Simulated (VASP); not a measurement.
Se:

```
CELL_PARAMETERS angstrom
4.36620 0.00000 0.00000
-2.18310 3.78124 0.00000
0.00000 0.00000 4.95360
ATOMIC_POSITIONS crystal
Se 0.77460 0.77460 0.00000
Se 0.00000 0.22540 0.66667
Se 0.22540 0.00000 0.33333
```

```yaml
Program: VASP 6.6.1
Task: relaxation of cell and atoms
Functional: revPBE
Dispersion: D4
Potentials_or_basis: VASP PAW PBE potentials, release 64 (Se)
Cutoff: 600 eV
k_mesh: 7 × 7 × 6
Occupations: fermi-dirac, width 0.05 eV
Spin: no spin polarisation
```

At the start: pressure 0.0 GPa; volume 27.26 Å³/atom.

Where does the relaxation end?

Over 14 steps the energy falls by 49.5 meV/atom and the volume is 23.37 Å³/atom (-14.3 %); space group P3_121 (No. 152, to 0.05 Å).

Step by step:
| step | energy change (eV) | largest force (eV/Å) | pressure (GPa) | volume (Å³) |
| --- | --- | --- | --- | --- |
| 1 | 0.0000 | 0.4824 | 0.05 | 81.78 |
| 2 | -0.0268 | 0.0842 | -1.70 | 81.87 |
| 3 | -0.0286 | 0.0458 | -2.31 | 81.90 |
| 4 | -0.0469 | 0.0421 | -2.19 | 80.65 |
| 5 | -0.0958 | 0.0177 | -1.62 | 76.97 |
| 6 | -0.1428 | 0.0606 | 0.84 | 69.83 |
| 7 | -0.1466 | 0.0523 | 0.19 | 69.49 |
| 8 | -0.1466 | 0.0568 | 0.17 | 69.47 |
| 9 | -0.1474 | 0.0473 | 0.06 | 69.69 |
| 10 | -0.1482 | 0.0247 | -0.19 | 70.21 |
| 11 | -0.1483 | 0.0228 | 0.13 | 70.00 |
| 12 | -0.1484 | 0.0054 | 0.01 | 70.08 |
| 13 | -0.1484 | 0.0029 | 0.02 | 70.09 |
| 14 | -0.1484 | 0.0002 | 0.00 | 70.10 |

Final structure:
```xyz
3
Lattice="3.9651 0.0000 0.0000 -1.9826 3.4339 0.0000 0.0000 0.0000 5.1483" Properties=species:S:1:pos:R:3 pbc="T T T"
Se    1.4765    2.5573    0.0000
Se    3.4590    0.8766    3.4322
Se    1.0122    0.0000    1.7161
```

Caveat: the PAW data sets were made with another functional, which shifts forces and pressure a little; the volume moved by -14 % from the deposited cell, more than functionals usually miss.
